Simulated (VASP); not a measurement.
CsCl:

```
CELL_PARAMETERS angstrom
4.20293 0.00000 0.00000
0.00000 4.20293 0.00000
0.00000 0.00000 4.20293
ATOMIC_POSITIONS crystal
Cs 0.00000 0.00000 0.00000
Cl 0.50000 0.50000 0.50000
```

| Item | Value |
| --- | --- |
| Program | VASP 6.6.1 |
| Task | relaxation of cell and atoms |
| Functional | PBEsol |
| Potentials or basis | VASP PAW PBE potentials, release 64 (Cs_sv, Cl) |
| Cutoff | 500 eV |
| k mesh | 6 × 6 × 6 |
| Occupations | fermi-dirac, width 0.02 eV |
| Spin | no spin polarisation |

At the start: pressure -1.4 GPa; volume 37.12 Å³/atom.

**Question.** Where does the relaxation end?

**Answer.** Over 4 steps the energy falls by 15.9 meV/atom and the volume is 33.75 Å³/atom (-9.1 %); space group Pm-3m (No. 221, to 0.1 Å) before and after.

Step by step:
| step | energy change (eV) | largest force (eV/Å) | pressure (GPa) | volume (Å³) |
| --- | --- | --- | --- | --- |
| 1 | 0.0000 | 0.0000 | -1.38 | 74.24 |
| 2 | -0.0232 | 0.0000 | -0.80 | 70.87 |
| 3 | -0.0318 | 0.0000 | -0.08 | 67.80 |
| 4 | -0.0319 | 0.0000 | 0.01 | 67.50 |

Final structure:
```
Cs Cl
1.0
     4.07172    0.00000    0.00000
     0.00000    4.07172    0.00000
     0.00000    0.00000    4.07172
Cs Cl
1 1
Direct
  0.00000 0.00000 0.00000
  0.50000 0.50000 0.50000
```

Caveat: the PAW data sets were made with another functional, which shifts forces and pressure a little.
